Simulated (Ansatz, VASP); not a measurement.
## One calculation of CdI2, two programs

Contents of POSCAR:

```
CdI2
1.0
    4.2470087538      0.0000000000      0.0000000000
   -2.1235043769      3.6780174709      0.0000000000
    0.0000000000      0.0000000000      6.8950250881
Cd I
1 2
Direct
    0.0000000000      0.0000000000      0.0000000000
    0.3333333333      0.6666666667      0.2493934742
    0.6666666667      0.3333333333      0.7506065258
```

Contents of INCAR.step1:

```
SYSTEM = CdI2
PREC = Accurate
ENCUT = 400
EDIFF = 1E-5
ISMEAR = 0
SIGMA = 0.01
LREAL = .False.
LASPH = .True.
NELM = 120
ALGO = Normal
ISIF = 2
LWAVE = .True.
NBANDS = 20
GGA = PE
GGA_COMPAT = .False.
```

Contents of INCAR.step2:

```
SYSTEM = CdI2
PREC = Accurate
ENCUT = 400
EDIFF = 1E-6
ISMEAR = 0
SIGMA = 0.01
LREAL = .False.
LASPH = .True.
NELM = 120
ALGO = Normal
ISIF = 2
LWAVE = .False.
LCHARG = .True.
GGA = PE
LHFCALC = .True.
AEXX = 0.1
PRECFOCK = Normal
LELF = .True.
LVHAR = .True.
NBANDS = 20
ISTART = 1
GGA_COMPAT = .False.
```

Contents of KPOINTS:

```
regular mesh
0
Gamma
  6 6 2
  0 0 0
```

Input for Ansatz:

```yaml
crystal:
  lattice:
    - [4.2470087538, 0.0, 0.0]
    - [-2.1235043769, 3.6780174709, 0.0]
    - [0.0, 0.0, 6.8950250881]
  atoms:
    - { symbol: Cd, position: [0.0, 0.0, 0.0] }
    - { symbol: I, position: [0.3333333333, 0.6666666667, 0.2493934742] }
    - { symbol: I, position: [0.6666666667, 0.3333333333, 0.7506065258] }
kpoints:
  mp_grid: { grid: [6, 6, 2] }
hamiltonian:
  xc: { exchange: pbe, correlation: pbe, exx: { coeff: 0.1 } }
scf:
  occupations: { method: fixed }
  n_extra_bands: 4
output:
  forces: true
  stress: true
  eigenvalues: true
```

Alike in both runs: task single point; functional PBE-based global hybrid with a share of 0.1 of exact exchange; k mesh 6 × 6 × 2; no spin polarisation.

|  | VASP | Ansatz |
| --- | --- | --- |
| version | VASP 6.6.1 | Ansatz 0.2.0 |
| potentials or method | VASP PAW PBE potentials, release 64 (Cd, I) | plane waves |
| plane-wave cutoff (eV) | 400 | 420 |
| occupations | gaussian, width 0.01 eV | fixed |
| valence electrons in the cell | 26 | 54 |

Ansatz gave:

* gap on the k mesh at the Fermi level (eV): 3.02
* pressure (GPa): 1.2
* traceless stress, the component that is largest in VASP (GPa): -0.07
* rms of the force components (eV/Å): 0.002

Q: Which values does VASP return?

A: gap on the k mesh at the Fermi level (eV): 3.02; pressure (GPa): 1.1; traceless stress, the component that is largest in VASP (GPa): -0.08; rms of the force components (eV/Å): 0.012.

VASP's potentials were made for PBE, not for PBE-based global hybrid. Atom by atom the forces differ by 0.010 eV/Å (rms over components). VASP's potentials hold 26 valence electrons a cell and Ansatz's 54, so a difference there can come from the potentials and not from the codes. Ansatz's warnings: stress exchange threshold loose, stress scf threshold loose.

The k mesh is coarse, so the values compare programs but aren't converged. Neither program's run includes spin-orbit coupling.
